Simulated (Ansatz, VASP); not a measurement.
## Ta in VASP and in Ansatz

File POSCAR:

```
Ta
1.0
   -1.6512800000      1.6512800000      1.6512800000
    1.6512800000     -1.6512800000      1.6512800000
    1.6512800000      1.6512800000     -1.6512800000
Ta
1
Direct
    0.0000000000      0.0000000000      0.0000000000
```

Contents of INCAR.step1:

```
ALGO     = Normal         # electronic algorithm
EDIFF    = 1E-5           # SCF threshold, eV
ENCUT    = 600            # plane-wave cutoff, eV
GGA      = PE             # functional
ISMEAR   = -1             # smearing method
LASPH    = True           # aspherical terms in the spheres
LCHARG   = False          # write CHGCAR
LREAL    = False          # projectors in reciprocal space
LWAVE    = True           # write WAVECAR
NBANDS   = 12             # bands
NELM     = 100            # most SCF steps
PREC     = Accurate       # precision mode
SIGMA    = 0.05           # smearing width, eV
```

Contents of INCAR.step2:

```
ALGO     = Normal         # electronic algorithm
EDIFF    = 1E-7           # SCF threshold, eV
EDIFFG   = -0.01          # ionic threshold
ENCUT    = 600            # plane-wave cutoff, eV
GGA      = PE             # functional
HFSCREEN = 0.2079         # screening, 1/A
IBRION   = 2              # ionic algorithm
ISIF     = 3              # what is computed and relaxed
ISMEAR   = -1             # smearing method
ISTART   = 1            
LASPH    = True           # aspherical terms in the spheres
LCHARG   = False          # write CHGCAR
LHFCALC  = True           # exact exchange
LREAL    = False          # projectors in reciprocal space
LWAVE    = False          # write WAVECAR
NELM     = 100            # most SCF steps
NSW      = 60             # ionic steps
PREC     = Accurate       # precision mode
PRECFOCK = Normal       
SIGMA    = 0.05           # smearing width, eV
```

The input KPOINTS:

```
k-points
0
Gamma
  6 6 6
```

input.yaml

```yaml
crystal:
  lattice:
    - [-1.65128, 1.65128, 1.65128]
    - [1.65128, -1.65128, 1.65128]
    - [1.65128, 1.65128, -1.65128]
  atoms:
    - { symbol: Ta, position: [0.0, 0.0, 0.0] }
hamiltonian:
  xc: hse06
  pseudopotentials: { kind: paw }
kpoints:
  mp_grid: { grid: [6, 6, 6] }
scf:
  occupations: { method: fermi_dirac, width: 0.05 }
output:
  forces: true
  stress: true
relax:
  f_tol: 0.01
  max_steps: 40
  cell: { stress_tol: 0.05 }
```

Alike in both runs: task relaxation of cell and atoms; functional HSE06; k mesh 6 × 6 × 6; occupations fermi-dirac, width 0.05 eV; no spin polarisation.

|  | VASP | Ansatz |
| --- | --- | --- |
| version | VASP 6.6.1 | Ansatz 0.2.0 |
| potentials or method | VASP PAW PBE potentials, release 64 (Ta_pv) | Ansatz PAW |
| plane-wave cutoff (eV) | 600 | 420 |
| valence electrons in the cell | 11 | 13 |

Ansatz gave:

```
gap on the k mesh at the Fermi level, each at its own relaxed structure (eV) : none
relaxed volume (Å³/atom)                                                     : 18.43
relaxed cell length with the largest relative difference (Å)                 : 2.882
```

**Question.** Estimate VASP's values.

**Answer.** gap on the k mesh at the Fermi level, each at its own relaxed structure (eV): none; relaxed volume (Å³/atom): 18.32; relaxed cell length with the largest relative difference (Å): 2.877.

A gap of «none» marks a metal or a gap that the smearing closes. VASP's potentials hold 11 valence electrons a cell and Ansatz's 13, so a difference there can come from the potentials and not from the codes.

The k mesh is coarse, so the values compare programs but aren't converged. Neither program's run includes spin-orbit coupling. Noted on Ansatz's run: the plane-wave basis is chosen anew once the cell has moved, so the energies of steps on either side of that aren't comparable.
